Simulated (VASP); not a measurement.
# Cr (Im-3m) in VASP: further runs

The runs below take Cr through single point, relaxation of cell and atoms, with PBE.

All numbers are computed with VASP 6.6.1; they aren't measurements. Logs are shortened: lines on timing, memory, paths and dates and some standing lists are left out, and cuts for length are marked.

## Step 1: The cell of the first run

The structure is cubic, space group Im-3m (No. 229). The conventional cell has a = 2.848 Å, b = 2.848 Å, c = 2.848 Å, α = 90.00°, β = 90.00°, γ = 90.00°. Cr (site symmetry m-3m) has 14 Cr at 2.47 to 2.85 Å within 3.3 Å.

## Step 2: Single point, PBE

The input, INCAR:

```
SYSTEM = Cr
PREC     = Accurate       ! precision mode
ENCUT    = 520            ! plane-wave cutoff, eV
EDIFF    = 1E-6           ! SCF threshold, eV
ISMEAR   = 0              ! smearing method
SIGMA    = 0.1            ! smearing width, eV
LREAL    = .False.        ! projectors in reciprocal space
LASPH    = .True.         ! aspherical terms in the spheres
NELM     = 60             ! most SCF steps
ALGO     = Normal         ! electronic algorithm
ISIF     = 2              ! what is computed and relaxed
LWAVE    = .False.        ! write WAVECAR
LCHARG   = .False.        ! write CHGCAR
GGA      = PE             ! functional
NBANDS   = 12             ! bands
```

The input, KPOINTS:

```
Automatic mesh
0
Gamma
  28 28 28
  0 0 0
```

The input, POSCAR:

```
Cr
1.0
   -1.4240021837      1.4240021837      1.4240021837
    1.4240021837     -1.4240021837      1.4240021837
    1.4240021837      1.4240021837     -1.4240021837
Cr
1
Direct
    0.0000000000      0.0000000000      0.0000000000
```

Potentials or basis: VASP PAW PBE potentials, release 64 (Cr_pv).

Run with:

```console
$ cat potpaw_PBE.64/Cr_pv/POTCAR > POTCAR
$ mpirun -np 1 vasp_std > vasp.out
```

OUTCAR:

```text
SYSTEM = Cr
   PREC = Accurate
   ENCUT = 520
   EDIFF = 1E-6
   ISMEAR = 0
   LREAL = .False.
   LASPH = .True.
   NELM = 60
   ISIF = 2
   GGA = PE

 ion  position               nearest neighbor table
   1  0.000  0.000  0.000-

  LATTYP: Found a body centered cubic cell.
 ALAT       =     2.8480043674

  Lattice vectors:

 A1 = (  -1.4240021837,   1.4240021837,   1.4240021837)
 A2 = (   1.4240021837,  -1.4240021837,   1.4240021837)
 A3 = (   1.4240021837,   1.4240021837,  -1.4240021837)

Analysis of symmetry for initial positions (statically):
=====================================================================
 Subroutine PRICEL returns:
 Original cell was already a primitive cell.

 Routine SETGRP: Setting up the symmetry group for a
 body centered cubic supercell.

 Subroutine GETGRP returns: Found 48 space group operations
 (whereof 48 operations were pure point group operations)
 out of a pool of 48 trial point group operations.

The static configuration has the point symmetry O_h .

Analysis of symmetry for dynamics (positions and initial velocities):
=====================================================================
 Subroutine PRICEL returns:
 Original cell was already a primitive cell.

 Routine SETGRP: Setting up the symmetry group for a
 body centered cubic supercell.

 Subroutine GETGRP returns: Found 48 space group operations
 (whereof 48 operations were pure point group operations)
 out of a pool of 48 trial point group operations.

The dynamic configuration has the point symmetry O_h .

 Subroutine INISYM returns: Found 48 space group operations
 (whereof 48 operations are pure point group operations),
 and found     1 'primitive' translations

----------------------------------------------------------------------------------------

                                     Primitive cell

  volume of cell :      11.5503

  direct lattice vectors                    reciprocal lattice vectors
    -1.424002184  1.424002184  1.424002184     0.000000000  0.351123057  0.351123057
     1.424002184 -1.424002184  1.424002184     0.351123057  0.000000000  0.351123057
     1.424002184  1.424002184 -1.424002184     0.351123057  0.351123057  0.000000000

  length of vectors
     2.466444132  2.466444132  2.466444132     0.496562989  0.496562989  0.496562989

  position of ions in fractional coordinates (direct lattice)
     0.000000000  0.000000000  0.000000000

  ion indices of the primitive-cell ions
[... 75 lines left out ...]
   LREAL  =      F    real-space projection
   EDIFFG = 0.1E-04   stopping-criterion for IOM
   NSW    =      0    number of steps for IOM
   IBRION =     -1    ionic relax: 0-MD 1-quasi-New 2-CG
   NFREE  =      0    steps in history (QN), initial steepest desc. (CG)
   ISIF   =      2    stress and relaxation
   ISYM   =      2    0-nonsym 1-usesym 2-fastsym
   POTIM  = 0.5000    time-step for ionic-motion
   TEBEG  =    0.0;   TEEND  =   0.0 temperature during run
   PSTRESS=    0.0 pullay stress
   NELECT =      12.0000    total number of electrons
   NUPDOWN=      -1.0000    fix difference up-down
   EMIN   =  10.00;   EMAX   =-10.00  energy-range for DOS
   EFERMI =   0.00;   METHOD = LEGACY
   ISMEAR =     0;   SIGMA  =   0.10  broadening in eV -4-tet -1-fermi 0-gaus
   EFERMI_NEDOS =   21; number of points for ismear=-14 and -15
   IALGO  =     38    algorithm
   IMIX   =      4    mixing-type and parameters
     AMIX     =   0.40;   BMIX     =  1.00
     AMIX_MAG =   1.60;   BMIX_MAG =  1.00
  volume/ion in A,a.u.               =      11.55        77.95
  Fermi-wavevector in a.u.,A,eV,Ry     =   1.658077  3.133310 37.405383  2.749218
  Thomas-Fermi vector in A             =   2.745720
   LORBIT       =      0    0 simple, 1 ext, 2 COOP (PROOUT), +10 PAW based schemes
   GGA     = PE    functional components
   LHFCALC =     F    Hartree Fock is set to
   AEXX    =    0.0000 exact exchange contribution
   IVDW    =     0    specifies the selected vdW correction
   LEPSILON=     F    determine dielectric tensor
   LRPA    =     F    only Hartree local field effects (RPA)
 non-spin polarized calculation
 Gauss-broadening in eV      SIGMA  =   0.10
  energy-cutoff  :      520.00
  volume of cell :       11.55
 maximum number of plane-waves:       325
   NGX =  9   NGY =  9   NGZ =  9

 number of electron      11.9999994 magnetization

 Free energy of the ion-electron system (eV)
  ---------------------------------------------------
  ext. energy  EPLUGINS =         0.00000000
  ---------------------------------------------------
  free energy    TOTEN  =        -9.51791185 eV

  energy without entropy =       -9.51474575  energy(sigma->0) =       -9.51632880

 E-fermi :  11.0002     XC(G=0): -13.6745

 val. band max:       10.9855136923   @ k =  -0.2500   0.3571   0.1429
 cond. band min:      11.0009129197   @ k =   0.5000   0.5000   0.2857
 fundamental gap:      0.0153992274
 Fermi energy:        11.0002372774

 k-point     1 :       0.0000    0.0000    0.0000
  band No.  band energies     occupation
      1     -31.7563      2.00000
      2     -31.7563      2.00000
      3     -31.7563      2.00000
      4       3.1160      2.00000
      5      10.0597      2.00000
      6      10.0597      2.00000
      7      10.0597      2.00000
      8      12.1133      0.00000
      9      12.1133      0.00000
     10      18.0763      0.00000
     11      33.2763      0.00000
     12      33.2763      0.00000
[... 331 lines left out ...]
 k-point    24 :       0.3214    0.0357    0.0000
  band No.  band energies     occupation
      1     -32.4644      2.00000
      2     -31.9798      2.00000
      3     -31.7656      2.00000
      4       6.3861      2.00000
      5       8.8472      2.00000
      6      10.1083      2.00000
      7      11.9422      0.00000
      8      12.3583      0.00000
      9      12.8210      0.00000
     10      18.0746      0.00000
     11      24.5226      0.00000
     12      29.3141      0.00000

 [... further k-points ...]
[... 5 lines left out ...]
  --------------------------------------------------------------------------------------
  -------------------------------------------------------------------------------------
  Total       -0.0370248     -0.0370248     -0.0370248      0.0000000     -0.0000000      0.0000000
  in kB       -5.1358356     -5.1358356     -5.1358356      0.0000000     -0.0000000      0.0000000
  external PRESSURE =      -5.1358356 kB  Pullay stress =       0.0000000 kB

 VOLUME and BASIS-vectors are now :
 -----------------------------------------------------------------------------
  energy-cutoff  :      520.00
  volume of cell :       11.55
      direct lattice vectors                 reciprocal lattice vectors
    -1.424002184  1.424002184  1.424002184     0.000000000  0.351123057  0.351123057
     1.424002184 -1.424002184  1.424002184     0.351123057  0.000000000  0.351123057
     1.424002184  1.424002184 -1.424002184     0.351123057  0.351123057  0.000000000

 POSITION                                       TOTAL-FORCE (eV/Angst)
 -----------------------------------------------------------------------------------
      0.00000      0.00000      0.00000         0.000000      0.000000     -0.000000
 -----------------------------------------------------------------------------------
    total drift:                                0.000000      0.000000      0.000000

  FREE ENERGIE OF THE ION-ELECTRON SYSTEM (eV)
  ---------------------------------------------------
  free  energy   TOTEN  =        -9.5179118466 eV

  energy  without entropy=       -9.5147457530  energy(sigma->0) =       -9.51632880
```

OSZICAR:

```text
N       E                     dE             d eps       ncg     rms          rms(c)
DAV:   1     0.804812469559E+02    0.80481E+02   -0.71358E+03 15076   0.120E+03
DAV:   2    -0.994928098588E+01   -0.90431E+02   -0.87050E+02 15324   0.298E+02
DAV:   3    -0.111857868323E+02   -0.12365E+01   -0.12289E+01 16616   0.417E+01
DAV:   4    -0.111923029302E+02   -0.65161E-02   -0.65159E-02 15916   0.302E+00
DAV:   5    -0.111923797951E+02   -0.76865E-04   -0.76865E-04 16332   0.302E-01    0.129E+01
DAV:   6    -0.954502918931E+01    0.16474E+01   -0.43782E+00 15724   0.353E+01    0.201E+00
DAV:   7    -0.952808008026E+01    0.16949E-01   -0.52338E-02 15468   0.310E+00    0.106E+00
DAV:   8    -0.951796954619E+01    0.10111E-01   -0.26118E-03 16344   0.834E-01    0.137E-01
DAV:   9    -0.951791671546E+01    0.52831E-04   -0.56485E-04 15300   0.377E-01    0.381E-02
DAV:  10    -0.951791766339E+01   -0.94794E-06   -0.10429E-05 15832   0.509E-02    0.981E-03
DAV:  11    -0.951791175940E+01    0.59040E-05   -0.62664E-07  8500   0.124E-02    0.121E-03
DAV:  12    -0.951791184663E+01   -0.87228E-07   -0.23624E-08  7616   0.226E-03
   1 F= -.95179118E+01 E0= -.95163288E+01  d E =-.316609E-02
```

Run time: 76 s. Hardware: 1 thread of Intel Xeon Platinum 8259CL at 2.50GHz (Skylake/Cascade Lake), shared host; peak memory 0.19 GiB.

What came out:

- Free energy: -9.5179 eV
- Pressure: -0.5 GPa
- Band gap on the k mesh: zero (band 6 reaches 13.41 eV, above the bottom of band 7 at 10.06 eV)

Caveat: the run has no spin polarisation, though such a crystal can be magnetic.

## Step 3: Relaxation of cell and atoms, PBE

This run uses another cell than the first one, of 11.51 Å³/atom, 0.997 times its volume.

The input, INCAR:

```
PREC = Accurate
ENCUT = 600
EDIFF = 1E-7
ISMEAR = 0
SIGMA = 0.1
LREAL = F
LASPH = T
NELM = 60
ALGO = Fast
ISIF = 3
LWAVE = F
LCHARG = F
GGA = PE
IBRION = 2
NSW = 100
EDIFFG = -0.01
```

The input, KPOINTS:

```
regular mesh
0
Gamma
  28 28 28
```

The input, POSCAR:

```
Cr
1.0
   -1.4225165203      1.4225165203      1.4225165203
    1.4225165203     -1.4225165203      1.4225165203
    1.4225165203      1.4225165203     -1.4225165203
Cr
1
Direct
    0.0000000000      0.0000000000      0.0000000000
```

Potentials or basis: VASP PAW PBE potentials, release 64 (Cr_pv).

Run with:

```console
$ cat potpaw_PBE.64/Cr_pv/POTCAR > POTCAR
$ mpirun -np 1 vasp_std > vasp.out
```

Run time: 2.5 min. Hardware: 1 thread of Intel Xeon Platinum 8259CL at 2.50GHz (Skylake/Cascade Lake), shared host; peak memory 0.21 GiB.

The run converged. Its results:

| Property | Result |
| --- | --- |
| Free energy | -9.5177 eV |
| Relaxed volume | 11.53 Å³/atom |
| Relaxed cell | a = 2.465 Å, b = 2.465 Å, c = 2.465 Å, α = 109.47°, β = 109.47°, γ = 109.47° |
| Space group after relaxing (to 0.05 Å) | Im-3m (No. 229) |
| Energy gained by relaxing | 0.0 meV/atom |
| Ionic steps | 3 |
| Pressure after relaxing | 0.0 GPa |
| Band gap on the k mesh | zero (band 6 reaches 13.45 eV, above the bottom of band 7 at 10.09 eV) |

Final structure:
```
CELL_PARAMETERS angstrom
-1.42299 1.42299 1.42299
1.42299 -1.42299 1.42299
1.42299 1.42299 -1.42299
ATOMIC_POSITIONS crystal
Cr 0.00000 0.00000 0.00000
```

Levels at points of the mesh, in eV from the Fermi level:
| k point | band 4 | band 5 | band 6 | band 7 | band 8 | band 9 |
| --- | --- | --- | --- | --- | --- | --- |
| (0.00, 0.00, 0.00) | -7.89 | -0.94 | -0.94 | -0.94 | 1.12 | 1.12 |
| (0.50, 0.00, 0.00) | -4.47 | -2.49 | 1.09 | 1.11 | 1.46 | 2.81 |
| (0.50, 0.50, 0.50) | -4.35 | -4.35 | 2.42 | 2.42 | 2.42 | 7.07 |

Caveat: the run has no spin polarisation, though such a crystal can be magnetic.

## Step 4: Single point, PBE

The input, INCAR:

```
SYSTEM = Cr
PREC     = Accurate       ! precision mode
ENCUT    = 520            ! plane-wave cutoff, eV
EDIFF    = 1E-6           ! SCF threshold, eV
ISMEAR   = 0              ! smearing method
SIGMA    = 0.1            ! smearing width, eV
LREAL    = .FALSE.        ! projectors in reciprocal space
LASPH    = .TRUE.         ! aspherical terms in the spheres
NELM     = 60             ! most SCF steps
ALGO     = Fast           ! electronic algorithm
ISIF     = 2              ! what is computed and relaxed
LWAVE    = .FALSE.        ! write WAVECAR
LCHARG   = .TRUE.         ! write CHGCAR
GGA      = PE             ! functional
LELF     = .TRUE.         ! ELF
LVHAR    = .TRUE.       
NBANDS   = 12             ! bands
```

The input, KPOINTS:

```
regular mesh
0
G
  26 26 26
  0 0 0
```

The input, POSCAR:

```
Cr
1.0
   -1.4240753406      1.4240753406      1.4240753406
    1.4240753406     -1.4240753406      1.4240753406
    1.4240753406      1.4240753406     -1.4240753406
Cr
1
Direct
    0.0000000000      0.0000000000      0.0000000000
```

Potentials or basis: VASP PAW PBE potentials, release 64 (Cr_pv).

Run with:

```console
$ cat potpaw_PBE.64/Cr_pv/POTCAR > POTCAR
$ mpirun -np 1 vasp_std > vasp.out
```

OUTCAR:

```text
SYSTEM = Cr
   PREC = Accurate
   ENCUT = 520
   EDIFF = 1E-6
   ISMEAR = 0
   LREAL = .FALSE.
   LASPH = .TRUE.
   NELM = 60
   ISIF = 2
   GGA = PE

 ion  position               nearest neighbor table
   1  0.000  0.000  0.000-

  LATTYP: Found a body centered cubic cell.
 ALAT       =     2.8481506812

  Lattice vectors:

 A1 = (  -1.4240753406,   1.4240753406,   1.4240753406)
 A2 = (   1.4240753406,  -1.4240753406,   1.4240753406)
 A3 = (   1.4240753406,   1.4240753406,  -1.4240753406)

Analysis of symmetry for initial positions (statically):
=====================================================================
 Subroutine PRICEL returns:
 Original cell was already a primitive cell.

 Routine SETGRP: Setting up the symmetry group for a
 body centered cubic supercell.

 Subroutine GETGRP returns: Found 48 space group operations
 (whereof 48 operations were pure point group operations)
 out of a pool of 48 trial point group operations.

The static configuration has the point symmetry O_h .

Analysis of symmetry for dynamics (positions and initial velocities):
[... 160 lines left out ...]
 val. band max:       10.9627815239   @ k =  -0.3077   0.3462   0.2692
 cond. band min:      10.9691437290   @ k =  -0.3462   0.4231   0.2692
 fundamental gap:      0.0063622051
 Fermi energy:        10.9653174980

 k-point     1 :       0.0000    0.0000    0.0000
  band No.  band energies     occupation
      1     -31.7569      2.00000
      2     -31.7569      2.00000
      3     -31.7569      2.00000
      4       3.1144      2.00000
      5      10.0591      2.00000
      6      10.0591      2.00000
      7      10.0591      2.00000
      8      12.1124      0.00000
      9      12.1124      0.00000
     10      18.0762      0.00000
     11      33.2726      0.00000
     12      33.2726      0.00000
[... 331 lines left out ...]
 k-point    24 :       0.3846    0.0385    0.0000
  band No.  band energies     occupation
      1     -32.5912      2.00000
      2     -32.0231      2.00000
      3     -31.7679      2.00000
      4       6.5773      2.00000
      5       8.6426      2.00000
      6      10.9380      1.30087
      7      12.0767      0.00000
      8      12.4664      0.00000
      9      13.4957      0.00000
     10      18.0727      0.00000
     11      22.4199      0.00000
     12      28.4857      0.00000

 [... further k-points ...]
[... 5 lines left out ...]
  --------------------------------------------------------------------------------------
  -------------------------------------------------------------------------------------
  Total       -0.0212296     -0.0212296     -0.0212296      0.0000000      0.0000000      0.0000000
  in kB       -2.9443736     -2.9443736     -2.9443736      0.0000000      0.0000000      0.0000000
  external PRESSURE =      -2.9443736 kB  Pullay stress =       0.0000000 kB

 VOLUME and BASIS-vectors are now :
 -----------------------------------------------------------------------------
  energy-cutoff  :      520.00
  volume of cell :       11.55
      direct lattice vectors                 reciprocal lattice vectors
    -1.424075341  1.424075341  1.424075341     0.000000000  0.351105019  0.351105019
     1.424075341 -1.424075341  1.424075341     0.351105019  0.000000000  0.351105019
     1.424075341  1.424075341 -1.424075341     0.351105019  0.351105019  0.000000000

 POSITION                                       TOTAL-FORCE (eV/Angst)
 -----------------------------------------------------------------------------------
      0.00000      0.00000      0.00000         0.000000      0.000000      0.000000
 -----------------------------------------------------------------------------------
    total drift:                                0.000000      0.000000      0.000000

  FREE ENERGIE OF THE ION-ELECTRON SYSTEM (eV)
  ---------------------------------------------------
  free  energy   TOTEN  =        -9.5168288959 eV

  energy  without entropy=       -9.5127455113  energy(sigma->0) =       -9.51478720
```

OSZICAR:

```text
N       E                     dE             d eps       ncg     rms          rms(c)
DAV:   1     0.805611577270E+02    0.80561E+02   -0.71414E+03 12404   0.120E+03
DAV:   2    -0.996301788245E+01   -0.90524E+02   -0.87016E+02 12444   0.298E+02
DAV:   3    -0.111852269607E+02   -0.12222E+01   -0.12155E+01 13536   0.414E+01
DAV:   4    -0.111915607734E+02   -0.63338E-02   -0.63337E-02 13028   0.299E+00
DAV:   5    -0.111916377033E+02   -0.76930E-04   -0.76930E-04 13396   0.303E-01    0.129E+01
RMM:   6    -0.954153511795E+01    0.16501E+01   -0.40926E+00 13105   0.240E+01    0.197E+00
RMM:   7    -0.952670273293E+01    0.14832E-01   -0.67165E-02 13682   0.316E+00    0.107E+00
RMM:   8    -0.951752185948E+01    0.91809E-02   -0.95027E-03 14094   0.107E+00    0.255E-01
RMM:   9    -0.951681642268E+01    0.70544E-03   -0.23720E-03 14001   0.629E-01    0.421E-02
RMM:  10    -0.951683461808E+01   -0.18195E-04   -0.15680E-04 14444   0.188E-01    0.141E-02
RMM:  11    -0.951682876280E+01    0.58553E-05   -0.23611E-05 14430   0.680E-02    0.371E-03
RMM:  12    -0.951682889592E+01   -0.13313E-06   -0.21891E-06 10238   0.203E-02
   1 F= -.95168289E+01 E0= -.95147872E+01  d E =-.408338E-02
```

Wall time 49 s (1 thread of Intel Xeon Platinum 8259CL at 2.50GHz (Skylake/Cascade Lake), shared host); peak memory 0.17 GiB.

Results:

```yaml
Free_energy: -9.5168 eV
Pressure: -0.3 GPa
Band_gap_on_the_k_mesh: zero (band 6 reaches 13.41 eV, above the bottom of band 7 at 10.06 eV)
```

Caveat: the run has no spin polarisation, though such a crystal can be magnetic.

[end of part 1 of 2]
